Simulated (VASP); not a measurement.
PbS, 2 atoms in the cell. It takes space group Fm-3m (No. 225, cubic). Conventional cell: a = 5.931 Å, b = 5.931 Å, c = 5.931 Å, α = 90.00°, β = 90.00°, γ = 90.00°. Within 3.9 Å of Pb (site symmetry m-3m) lie 6 S at 2.97 Å. S (site symmetry m-3m) has 6 Pb at 2.97 Å within 3.9 Å. 

- Program: VASP 6.6.1
- Task: single point
- Functional: HSE06
- Potentials or basis: VASP PAW PBE potentials, release 64 (Pb_d, S)
- Cutoff: 400 eV
- k mesh: 5 × 5 × 5
- Occupations: gaussian, width 0.01 eV
- Spin: non-collinear spin, zero start, spin-orbit coupling
- Starting moments: [[0.0, 0.0, 0.0], [0.0, 0.0, 0.0]] μB
- Dipole correction: no
- Grid for exact exchange (PRECFOCK): Normal
- Further INCAR settings: ALGO = Normal; EDIFF = 1e-06; NBANDS = 32
- Share of exact exchange: 0.25
- Screening parameter: 0.2079 1/Å

Potentials or basis: VASP PAW PBE potentials, release 64 (Pb_d, S).

Command:

```console
$ cat potpaw_PBE.64/Pb_d/POTCAR potpaw_PBE.64/S/POTCAR > POTCAR
$ cp INCAR.step1 INCAR
$ mpirun -np 4 vasp_ncl > vasp.out
$ cp INCAR.step2 INCAR
$ mpirun -np 4 vasp_ncl > vasp.out
```

Hardware: 4 MPI ranks on AMD EPYC 7R13 Processor (Zen 3), with other jobs on the host.

Task: How long does it take, and how much memory?

Result: It took 22 min on 4 MPI ranks on AMD EPYC 7R13 Processor (Zen 3), on a shared host, peak memory 0.34 GiB a rank. Counts: k points 10.
